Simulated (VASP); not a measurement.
# NaH (I4/mmm) in VASP: a series of runs

The runs below take NaH through single point, with PBE.

Program: VASP 6.6.1. These are calculated values, not measurements. Logs are shortened: lines on timing, memory, paths and dates and some standing lists are left out, and cuts for length are marked.

## 1. The cell of the first run

Symmetry: I4/mmm, No. 139, tetragonal system. Conventional cell: a = 3.492 Å, b = 3.492 Å, c = 4.723 Å, α = 90.00°, β = 90.00°, γ = 90.00°. Within 3.1 Å of Na (site symmetry 4/mmm) lie 6 H at 2.36 to 2.47 Å. Within 3.1 Å of H (site symmetry 4/mmm) lie 6 Na at 2.36 to 2.47 Å.

## 2. Single point, PBE (epitaxial xy strain +3.0%)

Input file INCAR:

```
PREC = Accurate
ENCUT = 520
EDIFF = 1E-6
ISMEAR = 0
SIGMA = 0.01
LREAL = F
LASPH = T
NELM = 80
ALGO = Normal
ISIF = 2
LWAVE = F
LCHARG = T
GGA = PE
LELF = T
LVHAR = T
NBANDS = 11
```

Input file KPOINTS:

```
regular mesh
0
Gamma
  6 6 6
```

Input file POSCAR:

```
NaH
1.0
    0.0000000000      2.4694376559      2.3615496029
    2.4694376559      0.0000000000      2.3615496029
    2.4694376559      2.4694376559      0.0000000000
Na H
1 1
Direct
    0.0000000000      0.0000000000      0.0000000000
    0.5000000000      0.5000000000      0.5000000000
```

Potentials or basis: VASP PAW PBE potentials, release 64 (Na_pv, H).

Run with:

```console
cat potpaw_PBE.64/Na_pv/POTCAR potpaw_PBE.64/H/POTCAR > POTCAR
mpirun -np 1 vasp_std > vasp.out
```

OUTCAR:

```text
PREC = Accurate
   ENCUT = 520
   EDIFF = 1E-6
   ISMEAR = 0
   LREAL = F
   LASPH = T
   NELM = 80
   ISIF = 2
   GGA = PE

 ion  position               nearest neighbor table
   1  0.000  0.000  0.000-
   2  0.500  0.500  0.500-

  LATTYP: Found a body centered tetragonal cell.
 ALAT       =     3.4923122244
 C/A-ratio  =     1.3524275329

  Lattice vectors:

 A1 = (   0.0000000000,  -2.4694376559,  -2.3615496029)
 A2 = (   0.0000000000,   2.4694376559,  -2.3615496029)
 A3 = (   2.4694376559,   0.0000000000,   2.3615496029)

Analysis of symmetry for initial positions (statically):
=====================================================================
 Subroutine PRICEL returns:
 Original cell was already a primitive cell.

 Routine SETGRP: Setting up the symmetry group for a
 body centered tetragonal supercell.

 Subroutine GETGRP returns: Found 16 space group operations
 (whereof 16 operations were pure point group operations)
 out of a pool of 16 trial point group operations.

The static configuration has the point symmetry D_4h.

Analysis of symmetry for dynamics (positions and initial velocities):
=====================================================================
 Subroutine PRICEL returns:
 Original cell was already a primitive cell.

 Routine SETGRP: Setting up the symmetry group for a
 body centered tetragonal supercell.

 Subroutine GETGRP returns: Found 16 space group operations
 (whereof 16 operations were pure point group operations)
 out of a pool of 16 trial point group operations.

The dynamic configuration has the point symmetry D_4h.

 Subroutine INISYM returns: Found 16 space group operations
 (whereof 16 operations are pure point group operations),
 and found     1 'primitive' translations

----------------------------------------------------------------------------------------

                                     Primitive cell

  volume of cell :      28.8020

  direct lattice vectors                    reciprocal lattice vectors
     0.000000000  2.469437656  2.361549603    -0.202475247  0.202475247  0.211725385
     2.469437656  0.000000000  2.361549603     0.202475247 -0.202475247  0.211725385
     2.469437656  2.469437656  0.000000000     0.202475247  0.202475247 -0.211725385

  length of vectors
     3.416875600  3.416875600  3.492312224     0.356118085  0.356118085  0.356118085

  position of ions in fractional coordinates (direct lattice)
     0.000000000  0.000000000  0.000000000
     0.500000000  0.500000000  0.500000000

  ion indices of the primitive-cell ions
   primitive index   ion index
                 1           1
                 2           2

----------------------------------------------------------------------------------------

 KPOINTS: regular mesh

Automatic generation of k-mesh.
 Grid dimensions read from file:
 generate k-points for:    6    6    6

 Generating k-lattice:

  Cartesian coordinates                     Fractional coordinates (reciprocal lattice)
    -0.033745875  0.033745875  0.035287564     0.166666667  0.000000000  0.000000000
     0.033745875 -0.033745875  0.035287564     0.000000000  0.166666667  0.000000000
     0.033745875  0.033745875 -0.035287564    -0.000000000 -0.000000000  0.166666667

  Length of vectors
     0.059353014  0.059353014  0.059353014

  Shift w.r.t. Gamma in fractional coordinates (k-lattice)
     0.000000000  0.000000000  0.000000000

 Subroutine IBZKPT returns following result:
 ===========================================

 Found     30 irreducible k-points:

 Following reciprocal coordinates:
            Coordinates               Weight
  0.000000  0.000000  0.000000      1.000000
  0.166667  0.000000  0.000000      8.000000
  0.333333  0.000000  0.000000      8.000000
  0.500000  0.000000  0.000000      4.000000
  0.166667  0.166667  0.000000      2.000000
  0.333333  0.166667  0.000000      8.000000
[... 16 lines left out ...]
  0.333333  0.000000  0.333333      4.000000
  0.500000  0.000000  0.333333     16.000000
 [... further k-points ...]
   k-points           NKPTS =     30   k-points in BZ     NKDIM =     30   number of bands    NBANDS=     11
   number of dos      NEDOS =    301   number of ions     NIONS =      2
   total plane-waves  NPLWV =  21952
   dimension x,y,z NGX =    28 NGY =   28 NGZ =   28
   dimension x,y,z NGXF=    56 NGYF=   56 NGZF=   56
   ions per type =               1   1
   NGX,Y,Z   is equivalent  to a cutoff of  13.62, 13.62, 13.33 a.u.
   NGXF,Y,Z  is equivalent  to a cutoff of  27.25, 27.25, 26.66 a.u.
 SYSTEM =  unknown system
   PREC   = accura    normal or accurate (medium, high low for compatibility)
   ISTART =      0    job   : 0-new  1-cont  2-samecut
   ICHARG =      2    charge: 1-file 2-atom 10-const
   ISPIN  =      1    spin polarized calculation?
   LNONCOLLINEAR =      F non collinear calculations
   LSORBIT =      F    spin-orbit coupling
   LASPH  =      T    aspherical Exc in radial PAW
   ENCUT  =  520.0 eV  38.22 Ry    6.18 a.u.   6.35  6.35  6.49*2*pi/ulx,y,z
   NELM   =     80;   NELMIN=  2; NELMDL= -5     # of ELM steps
   EDIFF  = 0.1E-05   stopping-criterion for ELM
   LREAL  =      F    real-space projection
   EDIFFG = 0.1E-04   stopping-criterion for IOM
   NSW    =      0    number of steps for IOM
   IBRION =     -1    ionic relax: 0-MD 1-quasi-New 2-CG
   NFREE  =      0    steps in history (QN), initial steepest desc. (CG)
   ISIF   =      2    stress and relaxation
   ISYM   =      2    0-nonsym 1-usesym 2-fastsym
   POTIM  = 0.5000    time-step for ionic-motion
   TEBEG  =    0.0;   TEEND  =   0.0 temperature during run
   PSTRESS=    0.0 pullay stress
   NELECT =       8.0000    total number of electrons
   NUPDOWN=      -1.0000    fix difference up-down
   EMIN   =  10.00;   EMAX   =-10.00  energy-range for DOS
   EFERMI =   0.00;   METHOD = LEGACY
   ISMEAR =     0;   SIGMA  =   0.01  broadening in eV -4-tet -1-fermi 0-gaus
   EFERMI_NEDOS =   21; number of points for ismear=-14 and -15
   IALGO  =     38    algorithm
   IMIX   =      4    mixing-type and parameters
     AMIX     =   0.40;   BMIX     =  1.00
     AMIX_MAG =   1.60;   BMIX_MAG =  1.00
  volume/ion in A,a.u.               =      14.40        97.18
  Fermi-wavevector in a.u.,A,eV,Ry     =   1.068146  2.018502 15.523361  1.140935
  Thomas-Fermi vector in A             =   2.203784
   LORBIT       =      0    0 simple, 1 ext, 2 COOP (PROOUT), +10 PAW based schemes
   GGA     = PE    functional components
   LHFCALC =     F    Hartree Fock is set to
   AEXX    =    0.0000 exact exchange contribution
   IVDW    =     0    specifies the selected vdW correction
   LEPSILON=     F    determine dielectric tensor
   LRPA    =     F    only Hartree local field effects (RPA)
 non-spin polarized calculation
 Gauss-broadening in eV      SIGMA  =   0.01
  energy-cutoff  :      520.00
  volume of cell :       28.80
 maximum number of plane-waves:       801
 NGX is ok and might be reduce to    28
   NGX = 13   NGY = 13   NGZ = 13

 number of electron       8.0000002 magnetization

 Free energy of the ion-electron system (eV)
  ---------------------------------------------------
  ext. energy  EPLUGINS =         0.00000000
  ---------------------------------------------------
  free energy    TOTEN  =        -5.08336311 eV

  energy without entropy =       -5.08336311  energy(sigma->0) =       -5.08336311

 E-fermi :  -1.0584     XC(G=0):  -7.6989

 val. band max:       -1.1482683063   @ k =  -0.3333   0.5000   0.1667
 cond. band min:       2.5540548988   @ k =   0.5000   0.0000   0.0000
 fundamental gap:      3.7023232051
 Fermi energy:        -1.0583904353

 k-point     1 :       0.0000    0.0000    0.0000
  band No.  band energies     occupation
      1     -23.3195      2.00000
      2     -23.3195      2.00000
      3     -23.3040      2.00000
      4      -4.7374      2.00000
      5       9.0323      0.00000
      6      14.2158      0.00000
      7      14.2158      0.00000
      8      14.4372      0.00000
      9      15.0786      0.00000
     10      15.0786      0.00000
     11      15.1135      0.00000

 k-point     2 :       0.1667    0.0000    0.0000
  band No.  band energies     occupation
      1     -23.3379      2.00000
      2     -23.3228      2.00000
      3     -23.3097      2.00000
      4      -4.2726      2.00000
      5       7.5416      0.00000
      6      11.0281      0.00000
      7      13.0037      0.00000
      8      13.3360      0.00000
      9      16.1241      0.00000
     10      16.4561      0.00000
     11      16.6273      0.00000

 k-point     3 :       0.3333    0.0000    0.0000
  band No.  band energies     occupation
      1     -23.3803      2.00000
      2     -23.3294      2.00000
      3     -23.3149      2.00000
      4      -3.0317      2.00000
      5       4.3469      0.00000
      6       9.7428      0.00000
      7      12.0716      0.00000
      8      12.6130      0.00000
      9      15.0850      0.00000
     10      15.9324      0.00000
     11      17.6951      0.00000

 k-point     4 :       0.5000    0.0000    0.0000
  band No.  band energies     occupation
      1     -23.4016      2.00000
      2     -23.3327      2.00000
      3     -23.3171      2.00000
      4      -2.0217      2.00000
      5       2.5541      0.00000
      6       9.4367      0.00000
      7      11.7592      0.00000
      8      12.3883      0.00000
      9      14.5922      0.00000
     10      15.4260      0.00000
     11      17.5087      0.00000
[... 239 lines left out ...]
 k-point    22 :      -0.3333    0.5000    0.1667
  band No.  band energies     occupation
      1     -23.3708      2.00000
      2     -23.3643      2.00000
      3     -23.3520      2.00000
      4      -1.1483      2.00000
      5       4.3677      0.00000
      6       5.6540      0.00000
      7       7.3473      0.00000
      8      13.1751      0.00000
      9      13.2949      0.00000
     10      19.3513      0.00000
     11      19.4545      0.00000

 k-point    23 :       0.3333    0.0000    0.3333
  band No.  band energies     occupation
      1     -23.3791      2.00000
      2     -23.3374      2.00000
      3     -23.3276      2.00000
      4      -2.6110      2.00000
      5       4.8007      0.00000
      6       9.6164      0.00000
      7      10.0791      0.00000
      8      10.1498      0.00000
      9      11.7130      0.00000
     10      19.6494      0.00000
     11      22.3521      0.00000

 k-point    24 :       0.5000    0.0000    0.3333
  band No.  band energies     occupation
      1     -23.3884      2.00000
      2     -23.3481      2.00000
      3     -23.3332      2.00000
      4      -1.6649      2.00000
      5       3.8355      0.00000
      6       6.6196      0.00000
      7       9.9259      0.00000
      8      10.4583      0.00000
      9      13.7530      0.00000
     10      19.8226      0.00000
     11      21.3249      0.00000

 [... further k-points ...]
[... 5 lines left out ...]
  --------------------------------------------------------------------------------------
  -------------------------------------------------------------------------------------
  Total       -0.1568175     -0.1568175      0.0833916      0.0000000      0.0000000      0.0000000
  in kB       -8.7233212     -8.7233212      4.6388427      0.0000000      0.0000000      0.0000000
  external PRESSURE =      -4.2692666 kB  Pullay stress =       0.0000000 kB

 VOLUME and BASIS-vectors are now :
 -----------------------------------------------------------------------------
  energy-cutoff  :      520.00
  volume of cell :       28.80
      direct lattice vectors                 reciprocal lattice vectors
     0.000000000  2.469437656  2.361549603    -0.202475247  0.202475247  0.211725385
     2.469437656  0.000000000  2.361549603     0.202475247 -0.202475247  0.211725385
     2.469437656  2.469437656  0.000000000     0.202475247  0.202475247 -0.211725385

 POSITION                                       TOTAL-FORCE (eV/Angst)
 -----------------------------------------------------------------------------------
      0.00000      0.00000      0.00000         0.000000      0.000000     -0.000000
      2.46944      2.46944      2.36155         0.000000      0.000000      0.000000
 -----------------------------------------------------------------------------------
    total drift:                               -0.000000     -0.000000     -0.000000

  FREE ENERGIE OF THE ION-ELECTRON SYSTEM (eV)
  ---------------------------------------------------
  free  energy   TOTEN  =        -5.0833631085 eV

  energy  without entropy=       -5.0833631085  energy(sigma->0) =       -5.08336311
```

It took 9.1 s on 1 thread of Intel Xeon 6975P-C (Granite Rapids), shared host; peak memory 0.15 GiB.

Results:

- Free energy: -5.0834 eV
- Pressure: -0.4 GPa
- Band gap on the k mesh: 3.70 eV, indirect (least direct gap 4.58 eV)

Levels at points of the mesh, in eV from the valence-band top:
| k point | band 1 | band 2 | band 3 | band 4 | band 5 | band 6 | band 7 | band 8 | band 9 |
| --- | --- | --- | --- | --- | --- | --- | --- | --- | --- |
| (0.00, 0.00, 0.00) | -22.17 | -22.17 | -22.16 | -3.59 | 10.18 | 15.36 | 15.36 | 15.59 | 16.23 |
| (0.50, 0.00, 0.00) | -22.25 | -22.18 | -22.17 | -0.87 | 3.70 | 10.59 | 12.91 | 13.54 | 15.74 |
| (0.50, 0.50, 0.00) | -22.23 | -22.21 | -22.21 | -0.06 | 4.93 | 9.64 | 10.16 | 10.16 | 11.42 |
| (0.50, 0.00, 0.50) | -22.25 | -22.20 | -22.19 | -0.28 | 4.40 | 10.09 | 10.68 | 10.75 | 11.59 |

Caveat: the cell differs from its parent crystal (epitaxial xy strain +3.0%).

## 3. Single point, PBE (epitaxial xy strain +3.0%)

Input file INCAR:

```
SYSTEM = NaH
PREC = Accurate
ENCUT = 520
EDIFF = 1E-7
ISMEAR = -1
SIGMA = 0.02
LREAL = .False.
LASPH = .True.
NELM = 100
ALGO = Normal
ISIF = 2
LWAVE = .False.
LCHARG = .True.
GGA = PE
LELF = .True.
LVHAR = .True.
NBANDS = 11
```

Input file KPOINTS:

```
Automatic mesh
0
Gamma
  10 10 10
  0 0 0
```

POSCAR is that of step 2.

Potentials or basis: VASP PAW PBE potentials, release 64 (Na_pv, H).

Run with:

```console
cat potpaw_PBE.64/Na_pv/POTCAR potpaw_PBE.64/H/POTCAR > POTCAR
mpirun -np 1 vasp_std > vasp.out
```

Wall time 30 s (1 thread of Intel Xeon 6975P-C (Granite Rapids), shared host); peak memory 0.16 GiB.

It converged, with:

| Quantity | Value |
| --- | --- |
| Free energy | -5.0834 eV |
| Pressure | -0.4 GPa |
| Band gap on the k mesh | 3.70 eV, indirect (least direct gap 4.58 eV) |

Stress tensor (GPa, compression positive):
```
-0.87  0.00  0.00
 0.00 -0.87  0.00
 0.00  0.00  0.46
```

Levels at points of the mesh, in eV from the valence-band top:
```
           k point  band 2  band 3  band 4  band 5  band 6  band 7
(0.00, 0.00, 0.00)  -22.17  -22.16   -3.59   10.18   15.36   15.36
(0.50, 0.00, 0.00)  -22.19  -22.17   -0.88    3.70   10.58   12.90
(0.50, 0.50, 0.00)  -22.21  -22.21   -0.07    4.92    9.64   10.15
(0.50, 0.00, 0.50)  -22.20  -22.19   -0.28    4.40   10.09   10.68
```

Caveat: the cell differs from its parent crystal (epitaxial xy strain +3.0%). A k mesh can miss the band edges.
